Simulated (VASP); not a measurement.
Write the native input for VASP 6.6.1 that does the following.

```yaml
Task: single point
Functional: r2SCAN
Potentials_or_basis: VASP PAW PBE potentials, release 64 (Ta_pv, F)
Cutoff: 520 eV
k_mesh: 5 × 5 × 5
Occupations: fermi-dirac, width 0.1 eV
Spin: no spin polarisation
Dipole_correction: no
Further_INCAR_settings: ALGO = Normal; EDIFF = 1e-07; NBANDS = 24
```

The system is TaF3.

```
Ta F
1.0
     4.09129    0.00000    0.00000
     0.00000    4.09129    0.00000
     0.00000    0.00000    4.09129
Ta F
1 3
Direct
  0.00000 0.00000 0.00000
  0.50000 0.00000 0.00000
  0.00000 0.50000 0.00000
  0.00000 0.00000 0.50000
```

The input as run:

POSCAR

```
TaF3
1.0
    4.0912940724      0.0000000000      0.0000000000
    0.0000000000      4.0912940724      0.0000000000
    0.0000000000      0.0000000000      4.0912940724
Ta F
1 3
Direct
    0.0000000000      0.0000000000      0.0000000000
    0.5000000000      0.0000000000      0.0000000000
    0.0000000000      0.5000000000      0.0000000000
    0.0000000000      0.0000000000      0.5000000000
```

INCAR.step1

```
SYSTEM = TaF3
PREC = Accurate ; ENCUT = 520
ISMEAR = -1 ; SIGMA = 0.1
LREAL = .False. ; LASPH = .True.
NELM = 60 ; NBANDS = 24
GGA = PE ; ALGO = Normal
EDIFF = 1E-4 ; LWAVE = .True.
LCHARG = .False.
```

INCAR.step2

```
SYSTEM = TaF3
PREC = Accurate ; ENCUT = 520
EDIFF = 1E-7 ; ISMEAR = -1
SIGMA = 0.1 ; LREAL = .False.
LASPH = .True. ; NELM = 60
ALGO = Normal ; ISIF = 2
LWAVE = .False. ; LCHARG = .True.
METAGGA = R2SCAN ; LMIXTAU = .True.
LELF = .True. ; LVHAR = .True.
NBANDS = 24 ; ISTART = 1
```

KPOINTS

```
regular mesh
0
Gamma
  5 5 5
  0 0 0
```

Potentials or basis: VASP PAW PBE potentials, release 64 (Ta_pv, F).

Command:

```sh
$ cat potpaw_PBE.64/Ta_pv/POTCAR potpaw_PBE.64/F/POTCAR > POTCAR
$ cp INCAR.step1 INCAR
$ mpirun -np 1 vasp_std > vasp.out
$ cp INCAR.step2 INCAR
$ mpirun -np 1 vasp_std > vasp.out
```

It gave:

```json
{
 "Pressure": "0.3 GPa",
 "Band gap on the k mesh": "zero (band 16 reaches 4.58 eV, above the bottom of band 17 at 2.52 eV)"
}
```

Caveat: the PAW data sets were made with another functional, which shifts forces and pressure a little; spin-orbit coupling is left out, which moves the levels of the heavy elements.

Wall time 50 s on 1 thread of Intel(R) Xeon(R) Platinum 8488C (Sapphire Rapids) (shared host), peak memory 0.17 GiB.
